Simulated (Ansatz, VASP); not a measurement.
MgGeSe3 in VASP and in Ansatz

Contents of INCAR:

```
PREC = Accurate
ENCUT = 600
EDIFF = 1E-6
ISMEAR = 0
SIGMA = 0.1
LREAL = False
LASPH = True
NELM = 100
ALGO = Normal
ISIF = 3
LWAVE = False
LCHARG = False
GGA = PE
IBRION = 2
NSW = 90
EDIFFG = -0.04
```

File KPOINTS:

```
Automatic mesh
0
Gamma
  4 4 4
```

The input POSCAR:

```
MgGeSe3
1.0
    3.3186212600      1.9160068800      5.4192858300
   -3.3186212600      1.9160068800      5.4192858300
    0.0000000000     -3.8320137600      5.4192858300
Mg Ge Se
2 2 6
Direct
    0.7500000000      0.7500000000      0.7500000000
    0.2500000000      0.2500000000      0.2500000000
    0.5000000000      0.5000000000      0.5000000000
    0.0000000000      0.0000000000      0.0000000000
    0.7950468900      0.2500000000      0.7049531100
    0.7049531100      0.7950468900      0.2500000000
    0.2500000000      0.7049531100      0.7950468900
    0.2049531100      0.7500000000      0.2950468900
    0.2950468900      0.2049531100      0.7500000000
    0.7500000000      0.2950468900      0.2049531100
```

Input for Ansatz:

```yaml
crystal:
  lattice:
    - [3.31862126, 1.91600688, 5.41928583]
    - [-3.31862126, 1.91600688, 5.41928583]
    - [0.0, -3.83201376, 5.41928583]
  atoms:
    - { symbol: Mg, position: [0.75, 0.75, 0.75] }
    - { symbol: Mg, position: [0.25, 0.25, 0.25] }
    - { symbol: Ge, position: [0.5, 0.5, 0.5] }
    - { symbol: Ge, position: [0.0, 0.0, 0.0] }
    - { symbol: Se, position: [0.79504689, 0.25, 0.70495311] }
    - { symbol: Se, position: [0.70495311, 0.79504689, 0.25] }
    - { symbol: Se, position: [0.25, 0.70495311, 0.79504689] }
    - { symbol: Se, position: [0.20495311, 0.75, 0.29504689] }
    - { symbol: Se, position: [0.29504689, 0.20495311, 0.75] }
    - { symbol: Se, position: [0.75, 0.29504689, 0.20495311] }
basis:
  ecutwfc: 420
kpoints:
  mp_grid: { grid: [4, 4, 4] }
hamiltonian:
  xc: pbe
scf:
  occupations: { method: gaussian, width: 0.1 }
  lower_state_search: "off"
output:
  forces: true
  stress: true
  eigenvalues: true
relax:
  adjacent_minimum: "off"
  f_tol: 0.04
  max_steps: 70
  cell: { stress_tol: 0.4 }
```

Alike in both runs: task relaxation of cell and atoms; functional PBE; k mesh 4 × 4 × 4; occupations gaussian, width 0.1 eV; no spin polarisation.

|  | VASP | Ansatz |
| --- | --- | --- |
| version | VASP 6.6.1 | Ansatz 0.2.0 |
| potentials or method | VASP PAW PBE potentials, release 64 (Mg, Ge_d, Se), cutoff 600 eV | scalar-relativistic, plane waves, PAW |
| valence electrons in the cell | 68 | 144 |

|  | VASP | Ansatz | Ansatz less VASP |
| --- | --- | --- | --- |
| gap on the k mesh at the Fermi level, each at its own relaxed structure (eV) | none | none | - |
| relaxed volume (Å³/atom) | 23.37 | 23.42 | +0.052 |
| relaxed cell length with the largest relative difference (Å) | 6.850 | 6.866 | +0.0163 |

A gap of «none» marks a metal or a gap that the smearing closes. VASP's potentials hold 68 valence electrons a cell and Ansatz's 144, so a difference there can come from the potentials and not from the codes.
